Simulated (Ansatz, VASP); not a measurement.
## HfRu3 in VASP and in Ansatz

```
Hf Ru
1.0
     3.95577    0.00000    0.00000
     0.00000    3.95577    0.00000
     0.00000    0.00000    3.95577
Hf Ru
1 3
Direct
  0.00000 0.00000 0.00000
  0.50000 0.50000 0.00000
  0.00000 0.50000 0.50000
  0.50000 0.00000 0.50000
```

Alike in both runs: task single point; functional LDA; k mesh 6 × 6 × 6; occupations fermi-dirac, width 0.1 eV; no spin polarisation.

```csv
,VASP,Ansatz
version,VASP 6.6.1,Ansatz 0.2.0
potentials or method,"VASP PAW LDA potentials, release 64 (Hf_pv, Ru_pv)","plane waves, PAW"
plane-wave cutoff (eV),500,420
valence electrons in the cell,52,74
```

```tsv
	VASP	Ansatz	Ansatz less VASP
pressure (GPa)	-14.8	-14.7	+0.03
```

LDA's correlation is that of Perdew and Zunger in VASP and of Perdew and Wang (1992) in Ansatz. VASP's potentials hold 52 valence electrons a cell and Ansatz's 74, so a difference there can come from the potentials and not from the codes.

Neither program's run includes spin-orbit coupling.
